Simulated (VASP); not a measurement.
# ZnCu3 (P-6m2) in VASP: single point with PBEsol

Aim: the single point of ZnCu3 with PBEsol.

Everything below comes from runs of VASP 6.6.1. Logs are shortened: lines on timing, memory, paths and dates and some standing lists are left out, and cuts for length are marked.

### 1 The cell of the first run

The structure is hexagonal, space group P-6m2 (No. 187). Conventional cell: a = 2.499 Å, b = 2.499 Å, c = 8.947 Å, α = 90.00°, β = 90.00°, γ = 120.00°. Within 3.3 Å of Zn (site symmetry -6m2) lie 6 Zn at 2.50 Å and 6 Cu at 2.89 Å. Within 3.2 Å of Cu (site symmetry -6m2) lie 12 Cu at 2.45 to 2.50 Å. Within 3.2 Å of Cu (site symmetry 3m) lie 9 Cu at 2.45 to 2.50 Å and 3 Zn at 2.89 Å.

### 2 Single point, PBEsol (functional PBEsol, strained)

Input file INCAR:

```
ALGO     = Normal         # electronic algorithm
EDIFF    = 1E-6           # SCF threshold, eV
ENCUT    = 520            # plane-wave cutoff, eV
GGA      = PS             # functional
ISIF     = 2              # what is computed and relaxed
ISMEAR   = 0              # smearing method
LASPH    = True           # aspherical terms in the spheres
LCHARG   = False          # write CHGCAR
LREAL    = False          # projectors in reciprocal space
LWAVE    = False          # write WAVECAR
NBANDS   = 30             # bands
NELM     = 100            # most SCF steps
PREC     = Accurate       # precision mode
SIGMA    = 0.1            # smearing width, eV
```

Input file KPOINTS:

```
k-points
0
Gamma
  18 18 6
```

Input file POSCAR:

```
ZnCu3
1.0
    2.4985503879      0.0000000000      0.0000000000
   -1.2492751939      2.1638081085      0.0000000000
    0.0000000000      0.0000000000      8.9471246138
Zn Cu
1 3
Direct
    0.6666666700      0.3333333300      0.0000000000
    0.6666666700      0.3333333300      0.5000000000
    0.3333333300      0.6666666700      0.2793336015
    0.3333333300      0.6666666700      0.7206663985
```

Potentials or basis: VASP PAW PBE potentials, release 64 (Zn, Cu).

Launch:

```bash
cat potpaw_PBE.64/Zn/POTCAR potpaw_PBE.64/Cu/POTCAR > POTCAR
mpirun -np 1 vasp_std > vasp.out
```

OUTCAR:

```text
EDIFF = 1E-6
   ENCUT = 520
   GGA = PS
   ISIF = 2
   ISMEAR = 0
   LASPH = True
   LREAL = False
   NELM = 100
   PREC = Accurate

 ion  position               nearest neighbor table
   1  0.667  0.333  0.000-   3 2.89   4 2.89   3 2.89   4 2.89   3 2.89   4 2.89
   2  0.667  0.333  0.500-   3 2.45   4 2.45   3 2.45   4 2.45   3 2.45   4 2.45
   3  0.333  0.667  0.279-   2 2.45   2 2.45   2 2.45   1 2.89   1 2.89   1 2.89
   4  0.333  0.667  0.721-   2 2.45   2 2.45   2 2.45   1 2.89   1 2.89   1 2.89

  LATTYP: Found a hexagonal cell.
 ALAT       =     2.4985503879
 C/A-ratio  =     3.5809262271

  Lattice vectors:

 A1 = (   2.4985503879,   0.0000000000,   0.0000000000)
 A2 = (  -1.2492751939,   2.1638081085,   0.0000000000)
 A3 = (   0.0000000000,   0.0000000000,   8.9471246138)

Analysis of symmetry for initial positions (statically):
=====================================================================
 Subroutine PRICEL returns:
 Original cell was already a primitive cell.

 Routine SETGRP: Setting up the symmetry group for a
 hexagonal supercell.

 Subroutine GETGRP returns: Found 12 space group operations
 (whereof 12 operations were pure point group operations)
 out of a pool of 24 trial point group operations.

The static configuration has the point symmetry D_3h.

Analysis of symmetry for dynamics (positions and initial velocities):
=====================================================================
 Subroutine PRICEL returns:
 Original cell was already a primitive cell.

 Routine SETGRP: Setting up the symmetry group for a
 hexagonal supercell.

 Subroutine GETGRP returns: Found 12 space group operations
 (whereof 12 operations were pure point group operations)
 out of a pool of 24 trial point group operations.

The dynamic configuration has the point symmetry D_3h.

 Subroutine INISYM returns: Found 12 space group operations
 (whereof 12 operations are pure point group operations),
 and found     1 'primitive' translations

----------------------------------------------------------------------------------------

                                     Primitive cell

  volume of cell :      48.3716

  direct lattice vectors                    reciprocal lattice vectors
     2.498550388  0.000000000  0.000000000     0.400232073  0.231074095  0.000000000
    -1.249275194  2.163808109  0.000000000     0.000000000  0.462148190  0.000000000
     0.000000000  0.000000000  8.947124614     0.000000000  0.000000000  0.111767751

  length of vectors
     2.498550388  2.498550388  8.947124614     0.462148190  0.462148190  0.111767751

  position of ions in fractional coordinates (direct lattice)
     0.666666670  0.333333330  0.000000000
     0.666666670  0.333333330  0.500000000
     0.333333330  0.666666670  0.279333601
     0.333333330  0.666666670  0.720666399

  ion indices of the primitive-cell ions
   primitive index   ion index
                 1           1
                 2           2
                 3           3
                 4           4

----------------------------------------------------------------------------------------

 KPOINTS: k-points

Automatic generation of k-mesh.
 Grid dimensions read from file:
 generate k-points for:   18   18    6

 Generating k-lattice:

  Cartesian coordinates                     Fractional coordinates (reciprocal lattice)
     0.022235115  0.012837450  0.000000000     0.055555556  0.000000000  0.000000000
     0.000000000  0.025674899  0.000000000     0.000000000  0.055555556  0.000000000
     0.000000000  0.000000000  0.018627959     0.000000000  0.000000000  0.166666667

  Length of vectors
     0.025674899  0.025674899  0.018627959

  Shift w.r.t. Gamma in fractional coordinates (k-lattice)
     0.000000000  0.000000000  0.000000000

 Subroutine IBZKPT returns following result:
 ===========================================

 Found    148 irreducible k-points:

 Following reciprocal coordinates:
            Coordinates               Weight
  0.000000  0.000000  0.000000      1.000000
  0.055556 -0.000000  0.000000      6.000000
  0.111111 -0.000000  0.000000      6.000000
  0.166667  0.000000  0.000000      6.000000
  0.222222  0.000000  0.000000      6.000000
  0.277778  0.000000  0.000000      6.000000
[... 16 lines left out ...]
  0.333333  0.111111  0.000000     12.000000
  0.388889  0.111111  0.000000     12.000000
 [... further k-points ...]
   k-points           NKPTS =    148   k-points in BZ     NKDIM =    148   number of bands    NBANDS=     30
   number of dos      NEDOS =    301   number of ions     NIONS =      4
   total plane-waves  NPLWV =  28000
   dimension x,y,z NGX =    20 NGY =   20 NGZ =   70
   dimension x,y,z NGXF=    40 NGYF=   40 NGZF=  140
   ions per type =               1   3
   NGX,Y,Z   is equivalent  to a cutoff of  13.31, 13.31, 13.01 a.u.
   NGXF,Y,Z  is equivalent  to a cutoff of  26.61, 26.61, 26.01 a.u.
 SYSTEM =  unknown system
   PREC   = accura    normal or accurate (medium, high low for compatibility)
   ISTART =      0    job   : 0-new  1-cont  2-samecut
   ICHARG =      2    charge: 1-file 2-atom 10-const
   ISPIN  =      1    spin polarized calculation?
   LNONCOLLINEAR =      F non collinear calculations
   LSORBIT =      F    spin-orbit coupling
   LASPH  =      T    aspherical Exc in radial PAW
   ENCUT  =  520.0 eV  38.22 Ry    6.18 a.u.   4.65  4.65 16.64*2*pi/ulx,y,z
   NELM   =    100;   NELMIN=  2; NELMDL= -5     # of ELM steps
   EDIFF  = 0.1E-05   stopping-criterion for ELM
   LREAL  =      F    real-space projection
   EDIFFG = 0.1E-04   stopping-criterion for IOM
   NSW    =      0    number of steps for IOM
   IBRION =     -1    ionic relax: 0-MD 1-quasi-New 2-CG
   NFREE  =      0    steps in history (QN), initial steepest desc. (CG)
   ISIF   =      2    stress and relaxation
   ISYM   =      2    0-nonsym 1-usesym 2-fastsym
   POTIM  = 0.5000    time-step for ionic-motion
   TEBEG  =    0.0;   TEEND  =   0.0 temperature during run
   PSTRESS=    0.0 pullay stress
   NELECT =      45.0000    total number of electrons
   NUPDOWN=      -1.0000    fix difference up-down
   EMIN   =  10.00;   EMAX   =-10.00  energy-range for DOS
   EFERMI =   0.00;   METHOD = LEGACY
   ISMEAR =     0;   SIGMA  =   0.10  broadening in eV -4-tet -1-fermi 0-gaus
   EFERMI_NEDOS =   21; number of points for ismear=-14 and -15
   IALGO  =     38    algorithm
   IMIX   =      4    mixing-type and parameters
     AMIX     =   0.40;   BMIX     =  1.00
     AMIX_MAG =   1.60;   BMIX_MAG =  1.00
  volume/ion in A,a.u.               =      12.09        81.61
  Fermi-wavevector in a.u.,A,eV,Ry     =   1.598143  3.020052 34.750097  2.554060
  Thomas-Fermi vector in A             =   2.695639
   LORBIT       =      0    0 simple, 1 ext, 2 COOP (PROOUT), +10 PAW based schemes
   GGA     = PS    functional components
   LHFCALC =     F    Hartree Fock is set to
   AEXX    =    0.0000 exact exchange contribution
   IVDW    =     0    specifies the selected vdW correction
   LEPSILON=     F    determine dielectric tensor
   LRPA    =     F    only Hartree local field effects (RPA)
 non-spin polarized calculation
 Gauss-broadening in eV      SIGMA  =   0.10
  energy-cutoff  :      520.00
  volume of cell :       48.37
 maximum number of plane-waves:      1329
 NGX is ok and might be reduce to    20
   NGX =  9   NGY =  9   NGZ = 33

 number of electron      44.9999978 magnetization

 Free energy of the ion-electron system (eV)
  ---------------------------------------------------
  ext. energy  EPLUGINS =         0.00000000
  ---------------------------------------------------
  free energy    TOTEN  =       -14.27410229 eV

  energy without entropy =      -14.26814356  energy(sigma->0) =      -14.27112292

 E-fermi :   6.4335     XC(G=0): -12.7867

 val. band max:        6.4101253110   @ k =   0.3889   0.1111   0.0000
 cond. band min:       6.4404079237   @ k =   0.3333   0.1667   0.1667
 fundamental gap:      0.0302826127
 Fermi energy:         6.4334851850

 k-point     1 :       0.0000    0.0000    0.0000
  band No.  band energies     occupation
      1      -3.6800      2.00000
      2      -2.5552      2.00000
      3      -1.2002      2.00000
      4      -1.1758      2.00000
      5      -1.1758      2.00000
      6      -1.0618      2.00000
[... 22 lines left out ...]
     29      28.4080      0.00000
     30      28.7782      0.00000

 k-point     2 :       0.0556   -0.0000    0.0000
  band No.  band energies     occupation
      1      -3.5750      2.00000
      2      -2.4693      2.00000
      3      -1.1931      2.00000
      4      -1.1466      2.00000
      5      -1.1336      2.00000
      6      -1.0258      2.00000
[... 22 lines left out ...]
     29      27.2162      0.00000
     30      27.6354      0.00000

 k-point     3 :       0.1111   -0.0000    0.0000
  band No.  band energies     occupation
      1      -3.2652      2.00000
      2      -2.2270      2.00000
      3      -1.2362      2.00000
      4      -1.0617      2.00000
      5      -1.0084      2.00000
      6      -0.9132      2.00000
[... 22 lines left out ...]
     29      25.0784      0.00000
     30      25.7906      0.00000

 k-point     4 :       0.1667    0.0000    0.0000
  band No.  band energies     occupation
      1      -2.7745      2.00000
      2      -1.8880      2.00000
      3      -1.2695      2.00000
      4      -1.0103      2.00000
      5      -0.9294      2.00000
      6      -0.7000      2.00000
[... 22 lines left out ...]
     29      22.3833      0.00000
     30      23.1256      0.00000

 k-point     5 :       0.2222    0.0000    0.0000
  band No.  band energies     occupation
      1      -2.2177      2.00000
      2      -1.5427      2.00000
      3      -1.1973      2.00000
      4      -1.1185      2.00000
      5      -0.7632      2.00000
      6      -0.5386      2.00000
[... 22 lines left out ...]
     29      19.8527      0.00000
     30      20.5265      0.00000
[... 526 lines left out ...]
     29      18.5077      0.00000
     30      18.5904      0.00000

 k-point    22 :       0.2778    0.1111    0.0000
  band No.  band energies     occupation
      1      -1.8313      2.00000
      2      -1.3475      2.00000
      3      -0.9720      2.00000
      4      -0.6605      2.00000
      5      -0.6357      2.00000
      6       0.3322      2.00000
[... 22 lines left out ...]
     29      17.9438      0.00000
     30      18.5389      0.00000

 k-point    23 :       0.3333    0.1111    0.0000
  band No.  band energies     occupation
      1      -1.9134      2.00000
      2      -1.4197      2.00000
      3      -0.8245      2.00000
      4      -0.6954      2.00000
      5      -0.4737      2.00000
      6       0.9739      2.00000
[... 22 lines left out ...]
     29      17.3562      0.00000
     30      18.1995      0.00000

 k-point    24 :       0.3889    0.1111    0.0000
  band No.  band energies     occupation
      1      -1.9708      2.00000
      2      -1.4643      2.00000
      3      -0.7387      2.00000
      4      -0.7184      2.00000
      5      -0.3784      2.00000
      6       1.2965      2.00000
[... 22 lines left out ...]
     29      16.5375      0.00000
     30      16.6779      0.00000

 [... further k-points ...]
[... 5 lines left out ...]
  --------------------------------------------------------------------------------------
  -------------------------------------------------------------------------------------
  Total        1.9714953      1.9714953     -0.8239596      0.0000000      0.0000000      0.0000000
  in kB       65.3004229     65.3004229    -27.2914229      0.0000000      0.0000000      0.0000000
  external PRESSURE =      34.4364743 kB  Pullay stress =       0.0000000 kB

 VOLUME and BASIS-vectors are now :
 -----------------------------------------------------------------------------
  energy-cutoff  :      520.00
  volume of cell :       48.37
      direct lattice vectors                 reciprocal lattice vectors
     2.498550388  0.000000000  0.000000000     0.400232073  0.231074095  0.000000000
    -1.249275194  2.163808109  0.000000000     0.000000000  0.462148190  0.000000000
     0.000000000  0.000000000  8.947124614     0.000000000  0.000000000  0.111767751

 POSITION                                       TOTAL-FORCE (eV/Angst)
 -----------------------------------------------------------------------------------
      1.24928      0.72127      0.00000         0.000000     -0.000000      0.000000
      1.24928      0.72127      4.47356         0.000000      0.000000      0.000000
     -0.00000      1.44254      2.49923        -0.000000      0.000000     -1.003502
     -0.00000      1.44254      6.44789        -0.000000      0.000000      1.003502
 -----------------------------------------------------------------------------------
    total drift:                                0.000001     -0.000001     -0.000000

  FREE ENERGIE OF THE ION-ELECTRON SYSTEM (eV)
  ---------------------------------------------------
  free  energy   TOTEN  =       -14.2741022873 eV

  energy  without entropy=      -14.2681435620  energy(sigma->0) =      -14.27112292
```

Run time: 3.3 min. Hardware: 1 thread of Intel Xeon Platinum 8488C (Sapphire Rapids), shared host; peak memory 0.3 GiB.

What came out:

| Property | Result |
| --- | --- |
| Free energy | -14.2741 eV |
| Pressure | 3.4 GPa |
| Largest force | 1.004 eV/Å |

Forces in eV/Å, atoms in the order of the input:
```
Zn   0.000  0.000  0.000
Cu   0.000  0.000  0.000
Cu   0.000  0.000 -1.004
Cu   0.000  0.000  1.004
```

Levels at points of the mesh, in eV from the Fermi level:
```
           k point  band 21  band 22  band 23  band 24  band 25  band 26
(0.00, 0.00, 0.00)    -1.96    -1.96    -1.74    -1.74     0.92     8.38
(0.50, 0.00, 0.00)    -0.89    -0.44     0.32     1.23     2.97     4.32
(0.00, 0.00, 0.50)    -1.96    -1.96    -1.74    -1.74     2.85     5.27
(0.50, 0.00, 0.50)    -1.18    -0.20     0.16     1.48     3.15     4.63
```

Caveat: the cell differs from its parent crystal (functional PBEsol, strained); the PAW data sets were made with another functional, which shifts forces and pressure a little.
